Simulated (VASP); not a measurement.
# Ru (P6_3/mmc) in VASP: a series of runs

Runs on Ru. Level: PBEsol. Tasks: relaxation of cell and atoms.

All numbers are computed with VASP 6.6.1; they aren't measurements. Logs are shortened: lines on timing, memory, paths and dates and some standing lists are left out, and cuts for length are marked.

## (1) The cell of the first run

It takes space group P6_3/mmc (No. 194, hexagonal). Conventional cell: a = 2.587 Å, b = 2.587 Å, c = 4.101 Å, α = 90.00°, β = 90.00°, γ = 120.00°. Within 3.3 Å of Ru (site symmetry -6m2) lie 12 Ru at 2.54 to 2.59 Å.

## (2) Relaxation of cell and atoms, PBEsol, target pressure 52 GPa, at which the enthalpy is minimised

Input file INCAR:

```
SYSTEM = Ru
PREC = Accurate
ENCUT = 600
EDIFF = 1E-6
ISMEAR = -1
SIGMA = 0.1
LREAL = .FALSE.
LASPH = .TRUE.
NELM = 60
ALGO = Normal
ISIF = 3
LWAVE = .FALSE.
LCHARG = .FALSE.
GGA = PS
IBRION = 2
NSW = 32
EDIFFG = -0.005
PSTRESS = 520.0
```

Input file KPOINTS:

```
regular mesh
0
G
  17 17 9
  0 0 0
```

Input file POSCAR:

```
Ru
1.0
    2.5874166292      0.0000000000      0.0000000000
   -1.2937083146      2.2407685311      0.0000000000
    0.0000000000      0.0000000000      4.1005713486
Ru
2
Direct
    0.3333333333      0.6666666667      0.2500000000
    0.6666666667      0.3333333333      0.7500000000
```

Potentials or basis: VASP PAW PBE potentials, release 64 (Ru_pv).

Started as:

```bash
cat potpaw_PBE.64/Ru_pv/POTCAR > POTCAR
mpirun -np 1 vasp_std > vasp.out
```

OUTCAR:

```text
SYSTEM = Ru
   PREC = Accurate
   ENCUT = 600
   EDIFF = 1E-6
   ISMEAR = -1
   LREAL = .FALSE.
   LASPH = .TRUE.
   NELM = 60
   ISIF = 3
   GGA = PS
   IBRION = 2
   NSW = 32
   EDIFFG = -0.005
   PSTRESS = 520.0

 ion  position               nearest neighbor table
   1  0.333  0.667  0.250-   2 2.54   2 2.54   2 2.54   2 2.54   2 2.54   2 2.54
   2  0.667  0.333  0.750-   1 2.54   1 2.54   1 2.54   1 2.54   1 2.54   1 2.54

  LATTYP: Found a hexagonal cell.
 ALAT       =     2.5874166292
 C/A-ratio  =     1.5848129375

  Lattice vectors:

 A1 = (   2.5874166292,   0.0000000000,   0.0000000000)
 A2 = (  -1.2937083146,   2.2407685311,   0.0000000000)
 A3 = (   0.0000000000,   0.0000000000,   4.1005713486)

Analysis of symmetry for initial positions (statically):
=====================================================================
 Subroutine PRICEL returns:
 Original cell was already a primitive cell.

 Routine SETGRP: Setting up the symmetry group for a
 hexagonal supercell.

 Subroutine GETGRP returns: Found 24 space group operations
 (whereof 12 operations were pure point group operations)
 out of a pool of 24 trial point group operations.

The static configuration has the point symmetry D_3d.
 The point group associated with its full space group is D_6h.

Analysis of symmetry for dynamics (positions and initial velocities):
=====================================================================
 Subroutine PRICEL returns:
 Original cell was already a primitive cell.

 Routine SETGRP: Setting up the symmetry group for a
 hexagonal supercell.

 Subroutine GETGRP returns: Found 24 space group operations
 (whereof 12 operations were pure point group operations)
 out of a pool of 24 trial point group operations.

The dynamic configuration has the point symmetry D_3d.
 The point group associated with its full space group is D_6h.

 Subroutine INISYM returns: Found 24 space group operations
 (whereof 12 operations are pure point group operations),
 and found     1 'primitive' translations

----------------------------------------------------------------------------------------

                                     Primitive cell

  volume of cell :      23.7743

[... 92 lines left out ...]
   IBRION =      2    ionic relax: 0-MD 1-quasi-New 2-CG
   NFREE  =      1    steps in history (QN), initial steepest desc. (CG)
   ISIF   =      3    stress and relaxation
   ISYM   =      2    0-nonsym 1-usesym 2-fastsym
   POTIM  = 0.5000    time-step for ionic-motion
   TEBEG  =    0.0;   TEEND  =   0.0 temperature during run
   PSTRESS=  520.0 pullay stress
   NELECT =      28.0000    total number of electrons
   NUPDOWN=      -1.0000    fix difference up-down
   EMIN   =  10.00;   EMAX   =-10.00  energy-range for DOS
   EFERMI =   0.00;   METHOD = LEGACY
   ISMEAR =    -1;   SIGMA  =   0.10  broadening in eV -4-tet -1-fermi 0-gaus
   EFERMI_NEDOS =   21; number of points for ismear=-14 and -15
   IALGO  =     38    algorithm
   IMIX   =      4    mixing-type and parameters
     AMIX     =   0.40;   BMIX     =  1.00
     AMIX_MAG =   1.60;   BMIX_MAG =  1.00
  volume/ion in A,a.u.               =      11.89        80.22
  Fermi-wavevector in a.u.,A,eV,Ry     =   1.728854  3.267060 40.666935  2.988935
  Thomas-Fermi vector in A             =   2.803710
   LORBIT       =      0    0 simple, 1 ext, 2 COOP (PROOUT), +10 PAW based schemes
   GGA     = PS    functional components
   LHFCALC =     F    Hartree Fock is set to
   AEXX    =    0.0000 exact exchange contribution
   IVDW    =     0    specifies the selected vdW correction
   LEPSILON=     F    determine dielectric tensor
   LRPA    =     F    only Hartree local field effects (RPA)
 conjugate gradient relaxation of ions
 non-spin polarized calculation
  energy-cutoff  :      600.00
  volume of cell :       23.77
 maximum number of plane-waves:       809
 NGX is ok and might be reduce to    24
   NGX = 11   NGY = 11   NGZ = 17

--------------------------------------- Ionic step        1  -------------------------------------------

 number of electron      28.0000002 magnetization

 Free energy of the ion-electron system (eV)
  ---------------------------------------------------
  ext. energy  EPLUGINS =         0.00000000
  ---------------------------------------------------
  free energy    TOTEN  =       -19.94345909 eV

  energy without entropy =      -19.89619473  energy(sigma->0) =      -19.91982691

------------------------ aborting loop because EDIFF is reached ----------------------------------------

  FORCE on cell =-STRESS in cart. coord.  units (eV):
  Direction    XX          YY          ZZ          XY          YZ          ZX
  --------------------------------------------------------------------------------------
  -------------------------------------------------------------------------------------
  Total        7.7549626      7.7549626      7.7682806      0.0000000      0.0000000      0.0000000
  in kB      522.6158253    522.6158253    523.5133400      0.0000000      0.0000000      0.0000000
  external PRESSURE =       2.9149969 kB  Pullay stress =     520.0000000 kB
[... 63 lines left out ...]
--------------------------------------- Ionic step        3  -------------------------------------------

 number of electron      28.0000002 magnetization

 Free energy of the ion-electron system (eV)
  ---------------------------------------------------
  ext. energy  EPLUGINS =         0.00000000
  ---------------------------------------------------
  free energy    TOTEN  =       -19.94724486 eV

  energy without entropy =      -19.89994953  energy(sigma->0) =      -19.92359719

 E-fermi :  15.2961     XC(G=0): -15.1161

 val. band max:       15.2903481484   @ k =   0.4118   0.0588   0.3333
 cond. band min:      15.3012261363   @ k =   0.2941   0.1176   0.1111
 fundamental gap:      0.0108779879
 Fermi energy:        15.2960645313

 k-point     1 :       0.0000    0.0000    0.0000
  band No.  band energies     occupation
      1     -28.9242      2.00000
      2     -27.4857      2.00000
      3     -27.4857      2.00000
      4     -27.2322      2.00000
      5     -27.2322      2.00000
      6     -27.1673      2.00000
[... 481 lines left out ...]
      5     -27.4551      2.00000
      6     -27.3915      2.00000
[... 10 lines left out ...]
     17      17.2707      0.00000
     18      25.5608      0.00000

 [... further k-points ...]

------------------------ aborting loop because EDIFF is reached ----------------------------------------

  FORCE on cell =-STRESS in cart. coord.  units (eV):
  Direction    XX          YY          ZZ          XY          YZ          ZX
  --------------------------------------------------------------------------------------
  -------------------------------------------------------------------------------------
  Total        7.7204295      7.7204295      7.7288063      0.0000000     -0.0000000     -0.0000000
  in kB      520.0341915    520.0341915    520.5984332      0.0000000     -0.0000000     -0.0000000
  external PRESSURE =       0.2222720 kB  Pullay stress =     520.0000000 kB
[... 21 lines left out ...]
  energy  without entropy=      -19.8999495272  energy(sigma->0) =      -19.92359719

  enthalpy is  TOTEN    =       -12.2273229467 eV   P V=        7.7199219128

 reached required accuracy - stopping structural energy minimisation
```

OSZICAR:

```text
N       E                     dE             d eps       ncg     rms          rms(c)
DAV:   1     0.309854900283E+03    0.30985E+03   -0.19573E+04  5956   0.197E+03
DAV:   2    -0.138170826580E+02   -0.32367E+03   -0.31750E+03  6280   0.533E+02
DAV:   3    -0.212746422150E+02   -0.74576E+01   -0.72693E+01  6192   0.864E+01
[... 18 lines left out ...]
DAV:   1    -0.199500322416E+02    0.17310E-01   -0.64852E-02  5982   0.325E+00    0.575E-01
DAV:   2    -0.199473259301E+02    0.27063E-02   -0.71491E-03  5992   0.939E-01    0.956E-02
DAV:   3    -0.199472121929E+02    0.11374E-03   -0.60689E-04  6172   0.252E-01    0.545E-02
DAV:   4    -0.199472448340E+02   -0.32641E-04   -0.35049E-05  6048   0.564E-02    0.580E-03
DAV:   5    -0.199472448595E+02   -0.25508E-07   -0.31803E-06  6098   0.187E-02
   3 F= -.12227323E+02 E0= -.12203675E+02  d E =-.109157E-04
```

It took 72 s on 1 thread of Intel Xeon Platinum 8488C (Sapphire Rapids), shared host; peak memory 0.21 GiB.

What came out:

| Property | Result |
| --- | --- |
| Free energy | -19.9472 eV |
| Relaxed volume | 11.89 Å³/atom |
| Relaxed cell | a = 2.588 Å, b = 2.588 Å, c = 4.101 Å, α = 90.00°, β = 90.00°, γ = 120.00° |
| Space group after relaxing (to 0.05 Å) | P6_3/mmc (No. 194) |
| Energy change on relaxing (the enthalpy is what falls) | -1.9 meV/atom |
| Ionic steps | 3 |
| Pressure after relaxing | 52.0 GPa |
| Band gap on the k mesh | zero (band 14 reaches 17.20 eV, above the bottom of band 15 at 13.30 eV) |

The path:
| step | energy change (eV) | largest force (eV/Å) | pressure (GPa) | volume (Å³) |
| --- | --- | --- | --- | --- |
| 1 | 0.0000 | 0.0000 | 52.29 | 23.77 |
| 2 | -0.0239 | 0.0000 | 50.49 | 23.85 |
| 3 | -0.0038 | 0.0000 | 52.02 | 23.79 |

Final structure:
```
Ru
1.0
     2.58780    0.00000    0.00000
    -1.29390    2.24110    0.00000
     0.00000    0.00000    4.10138
Ru
2
Direct
  0.33333 0.66667 0.25000
  0.66667 0.33333 0.75000
```

Caveat: the cell is relaxed towards a set pressure, so the enthalpy falls and the energy may rise; the PAW data sets were made with another functional, which shifts forces and pressure a little.

## (3) Relaxation of cell and atoms, PBEsol, target pressure 52 GPa, at which the enthalpy is minimised

This run uses another cell than the first one, of 12.16 Å³/atom, 1.023 times its volume.

Input file INCAR:

```
SYSTEM = Ru
PREC = Accurate ; ENCUT = 600
EDIFF = 1E-7 ; ISMEAR = -1
SIGMA = 0.1 ; LREAL = .FALSE.
LASPH = .TRUE. ; NELM = 100
ALGO = Normal ; ISIF = 3
LWAVE = .FALSE. ; LCHARG = .FALSE.
GGA = PS ; IBRION = 2
NSW = 60 ; EDIFFG = -0.005
PSTRESS = 520.0
```

KPOINTS is that of step 2.

Input file POSCAR:

```
Ru
1.0
    2.5879281300      0.0000000000      0.0000000000
   -1.2939640650      2.2412115037      0.0000000000
    0.0000000000      0.0000000000      4.1924435705
Ru
2
Direct
    0.3333333333      0.6666666667      0.2500000000
    0.6666666667      0.3333333333      0.7500000000
```

Potentials or basis: VASP PAW PBE potentials, release 64 (Ru_pv).

Started as:

```bash
cat potpaw_PBE.64/Ru_pv/POTCAR > POTCAR
mpirun -np 1 vasp_std > vasp.out
```

Run time: 4.4 min. Hardware: 1 thread of Intel Xeon Platinum 8488C (Sapphire Rapids), shared host; peak memory 0.22 GiB.

Results (log left out):

```yaml
Free_energy: -19.9480 eV
Relaxed_volume: 11.89 Å³/atom
Relaxed_cell: a = 2.588 Å, b = 2.588 Å, c = 4.102 Å, α = 90.00°, β = 90.00°, γ = 120.00°
Space_group_after_relaxing_to_0.05_Å: P6_3/mmc (No. 194)
Energy_change_on_relaxing_the_enthalpy_is_what_falls: +66.9 meV/atom
Ionic_steps: 12
Pressure_after_relaxing: 52.0 GPa
Band_gap_on_the_k_mesh: zero (band 14 reaches 17.20 eV, above the bottom of band 15 at 13.30 eV)
```

The path:
```tsv
step	energy change (eV)	largest force (eV/Å)	pressure (GPa)	volume (Å³)
1	0.0000	0.0000	39.67	24.32
2	1.7219	0.0000	141.53	21.14
3	0.1537	0.0000	52.99	23.74
4	0.1668	0.0000	54.01	23.70
5	0.0985	0.0000	48.99	23.93
6	0.1319	0.0000	51.86	23.79
7	0.1325	0.0000	51.91	23.79
8	0.1390	0.0000	52.39	23.77
9	0.1344	0.0000	52.03	23.78
10	0.1345	0.0000	52.05	23.78
11	0.1331	0.0000	51.96	23.79
12	0.1338	0.0000	52.01	23.79
```

Final structure:
```
Ru
1.0
     2.58774    0.00000    0.00000
    -1.29387    2.24105    0.00000
     0.00000    0.00000    4.10163
Ru
2
Direct
  0.33333 0.66667 0.25000
  0.66667 0.33333 0.75000
```

Levels at points of the mesh, in eV from the Fermi level:
| k point | band 12 | band 13 | band 14 | band 15 | band 16 | band 17 |
| --- | --- | --- | --- | --- | --- | --- |
| (0.00, 0.00, 0.00) | -2.37 | -2.37 | -1.70 | -1.70 | 1.42 | 1.43 |

Caveat: the cell is relaxed towards a set pressure, so the enthalpy falls and the energy may rise; the PAW data sets were made with another functional, which shifts forces and pressure a little.
